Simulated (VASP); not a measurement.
# Nb (Im-3m) in VASP: further runs, part 2 of 2

VASP 6.6.1. Earlier steps stand in the parts before.

### 4 Single point, BLYP, collinear spin (18.03 Å³/atom)

This run uses another cell than the first one, of 18.03 Å³/atom.

Input file INCAR:

```
PREC = Accurate
ENCUT = 520
EDIFF = 1E-6
ISMEAR = -1
SIGMA = 0.05
LREAL = False
LASPH = True
NELM = 150
ALGO = Normal
ISIF = 2
LWAVE = False
LCHARG = False
ISPIN = 2
MAGMOM = 1
LORBIT = 11
LMAXMIX = 4
GGA = B5
ALDAX = 1.0
AGGAX = 1.0
AGGAC = 1.0
ALDAC = 0.0
NBANDS = 16
```

Input file KPOINTS:

```
Automatic mesh
0
Gamma
  22 22 22
```

Input file POSCAR:

```
Nb
1.0
   -1.6519864449      1.6519864449      1.6519864449
    1.6519864449     -1.6519864449      1.6519864449
    1.6519864449      1.6519864449     -1.6519864449
Nb
1
Direct
    0.0000000000      0.0000000000      0.0000000000
```

Potentials or basis: VASP PAW PBE potentials, release 64 (Nb_sv).

Started as:

```console
> cat potpaw_PBE.64/Nb_sv/POTCAR > POTCAR
> mpirun -np 1 vasp_std > vasp.out
```

OUTCAR:

```text
PREC = Accurate
   ENCUT = 520
   EDIFF = 1E-6
   ISMEAR = -1
   LREAL = False
   LASPH = True
   NELM = 150
   ISIF = 2
   ISPIN = 2
   LORBIT = 11
   GGA = B5

 ion  position               nearest neighbor table
   1  0.000  0.000  0.000-

  LATTYP: Found a body centered cubic cell.
 ALAT       =     3.3039728898

  Lattice vectors:

 A1 = (  -1.6519864449,   1.6519864449,   1.6519864449)
 A2 = (   1.6519864449,  -1.6519864449,   1.6519864449)
 A3 = (   1.6519864449,   1.6519864449,  -1.6519864449)

Analysis of symmetry for initial positions (statically):
=====================================================================
 Subroutine PRICEL returns:
 Original cell was already a primitive cell.

 Routine SETGRP: Setting up the symmetry group for a
 body centered cubic supercell.

 Subroutine GETGRP returns: Found 48 space group operations
 (whereof 48 operations were pure point group operations)
 out of a pool of 48 trial point group operations.

The static configuration has the point symmetry O_h .

Analysis of symmetry for dynamics (positions and initial velocities):
=====================================================================
 Subroutine PRICEL returns:
 Original cell was already a primitive cell.

 Routine SETGRP: Setting up the symmetry group for a
 body centered cubic supercell.

 Subroutine GETGRP returns: Found 48 space group operations
 (whereof 48 operations were pure point group operations)
 out of a pool of 48 trial point group operations.

The dynamic configuration has the point symmetry O_h .

Analysis of structural, dynamic, and magnetic symmetry:
=====================================================================
 Subroutine PRICEL returns:
 Original cell was already a primitive cell.

 Routine SETGRP: Setting up the symmetry group for a
 body centered cubic supercell.

 Subroutine GETGRP returns: Found 48 space group operations
 (whereof 48 operations were pure point group operations)
 out of a pool of 48 trial point group operations.
[... 135 lines left out ...]
   NGX = 11   NGY = 11   NGZ = 11

 number of electron      13.0000000 magnetization       0.0015320

 number of electron      13.0000000 magnetization      -0.0001278

 Free energy of the ion-electron system (eV)
  ---------------------------------------------------
  ext. energy  EPLUGINS =         0.00000000
  ---------------------------------------------------
  free energy    TOTEN  =        -8.84417117 eV

  energy without entropy =       -8.83099940  energy(sigma->0) =       -8.83758529

 E-fermi :  11.7123     XC(G=0): -11.8759

 val. band max:       11.7121283094   @ k =   0.2727   0.0909   0.0455
 cond. band min:      11.7198703721   @ k =   0.1364   0.0455   0.0000
 fundamental gap:      0.0077420627
 Fermi energy:        11.7122858131

 spin component 1

 k-point     1 :       0.0000    0.0000    0.0000
  band No.  band energies     occupation
      1     -42.5477      1.00000
      2     -17.9619      1.00000
      3     -17.9619      1.00000
      4     -17.9619      1.00000
      5       5.9652      1.00000
      6      11.9951      0.00348
[... 435 lines left out ...]
      5       7.3858      1.00000
      6      11.3095      0.99968
[... 8 lines left out ...]
     15      34.9710      0.00000
     16      36.1310      0.00000

 [... further k-points ...]

 spin component 2

 k-point     1 :       0.0000    0.0000    0.0000
  band No.  band energies     occupation
      1     -42.5477      1.00000
      2     -17.9619      1.00000
      3     -17.9619      1.00000
      4     -17.9619      1.00000
      5       5.9652      1.00000
      6      11.9951      0.00349
[... 435 lines left out ...]
      5       7.3858      1.00000
      6      11.3094      0.99968
[... 8 lines left out ...]
     15      34.9710      0.00000
     16      36.1309      0.00000

 [... further k-points ...]

------------------------ aborting loop because EDIFF is reached ----------------------------------------

  FORCE on cell =-STRESS in cart. coord.  units (eV):
  Direction    XX          YY          ZZ          XY          YZ          ZX
  --------------------------------------------------------------------------------------
  -------------------------------------------------------------------------------------
  Total        0.8237858      0.8237858      0.8237858      0.0000000      0.0000000      0.0000000
  in kB       73.1889362     73.1889362     73.1889362      0.0000000      0.0000000      0.0000000
  external PRESSURE =      73.1889362 kB  Pullay stress =       0.0000000 kB

 VOLUME and BASIS-vectors are now :
 -----------------------------------------------------------------------------
  energy-cutoff  :      520.00
  volume of cell :       18.03
      direct lattice vectors                 reciprocal lattice vectors
    -1.651986445  1.651986445  1.651986445     0.000000000  0.302665922  0.302665922
     1.651986445 -1.651986445  1.651986445     0.302665922  0.000000000  0.302665922
     1.651986445  1.651986445 -1.651986445     0.302665922  0.302665922  0.000000000

 POSITION                                       TOTAL-FORCE (eV/Angst)
 -----------------------------------------------------------------------------------
      0.00000      0.00000      0.00000         0.000000      0.000000      0.000000
 -----------------------------------------------------------------------------------
    total drift:                                0.000000      0.000000      0.000000

  FREE ENERGIE OF THE ION-ELECTRON SYSTEM (eV)
  ---------------------------------------------------
  free  energy   TOTEN  =        -8.8441711748 eV

  energy  without entropy=       -8.8309994011  energy(sigma->0) =       -8.83758529

 total charge

# of ion       s       p       d       tot
------------------------------------------
    1        2.223   5.989   2.585  10.796

 magnetization (x)

# of ion       s       p       d       tot
------------------------------------------
    1        0.000  -0.000  -0.000  -0.000
```

Wall time 97 s (1 thread of Intel Xeon Platinum 8488C (Sapphire Rapids), shared host); peak memory 0.25 GiB.

Results:

```yaml
Free_energy: -8.8442 eV
Pressure: 7.3 GPa
Net_moment: 0.00 μB per cell
Valence_electrons_inside_the_program's_atomic_spheres: Nb 10.80
```

Caveat: the cell stands under pressure; the PAW data sets were made with another functional, which shifts forces and pressure a little.

### 5 Summary

```csv
cell,gap on the mesh (eV),pressure (GPa),moment (μB)
"a = 2.780 Å, angles 109.5°, 1 atom",none,25.9,0.00
"a = 2.821 Å, angles 109.5°, 1 atom",none,15.7,0.00
"a = 2.861 Å, angles 109.5°, 1 atom",none,7.3,0.00
```

Alike in all rows: task single point; level BLYP; potentials or basis VASP PAW PBE potentials, release 64 (Nb_sv); spin collinear; k mesh 22 × 22 × 22; cutoff (eV) 520; smearing fermi-dirac 0.05 eV.

Caveats: the cell stands under pressure; the PAW data sets were made with another functional, which shifts forces and pressure a little.

Absolute energies hang on the potentials; compare differences alone.
